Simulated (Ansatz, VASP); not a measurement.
One calculation of HfN, two programs

Contents of INCAR:

```
PREC = Accurate
ENCUT = 520
EDIFF = 1E-7
ISMEAR = 0
SIGMA = 0.05
LREAL = False
LASPH = True
NELM = 100
ALGO = Normal
ISIF = 2
LWAVE = False
LCHARG = False
GGA = PE
NBANDS = 14
```

File KPOINTS:

```
regular mesh
0
Gamma
  9 9 9
```

File POSCAR:

```
HfN
1.0
    0.0000000000      2.4548220000      2.4548220000
    2.4548220000      0.0000000000      2.4548220000
    2.4548220000      2.4548220000      0.0000000000
Hf N
1 1
Direct
    0.0000000000      0.0000000000      0.0000000000
    0.7500000000      0.7500000000      0.7500000000
```

The input input.yaml:

```yaml
crystal:
  lattice:
    - [0.0, 2.454822, 2.454822]
    - [2.454822, 0.0, 2.454822]
    - [2.454822, 2.454822, 0.0]
  atoms:
    - { symbol: Hf, position: [0.0, 0.0, 0.0] }
    - { symbol: "N", position: [0.75, 0.75, 0.75] }
kpoints:
  mp_grid: { grid: [9, 9, 9] }
scf:
  occupations: { method: gaussian, width: 0.05 }
hamiltonian:
  xc: pbe
  pseudopotentials: { kind: all_electron, lapw: { basis_error: 0.001 } }
output:
  forces: true
  stress: true
  eigenvalues: true
```

Alike in both runs: task single point; functional PBE; k mesh 9 × 9 × 9; occupations gaussian, width 0.05 eV; no spin polarisation.

```csv
,VASP,Ansatz
version,VASP 6.6.1,Ansatz 0.2.0
potentials or method,"VASP PAW PBE potentials, release 64 (Hf_pv, N), cutoff 520 eV","all-electron LAPW, scalar-relativistic"
```

|  | VASP | Ansatz | Ansatz less VASP |
| --- | --- | --- | --- |
| gap on the k mesh at the Fermi level (eV) | none | none | - |
| pressure (GPa) | -0.3 | 0.7 | +1.04 |

A gap of «none» marks a metal or a gap that the smearing closes. Ansatz ran all-electron here, and VASP with PAW potentials.

Spin-orbit coupling is off throughout.
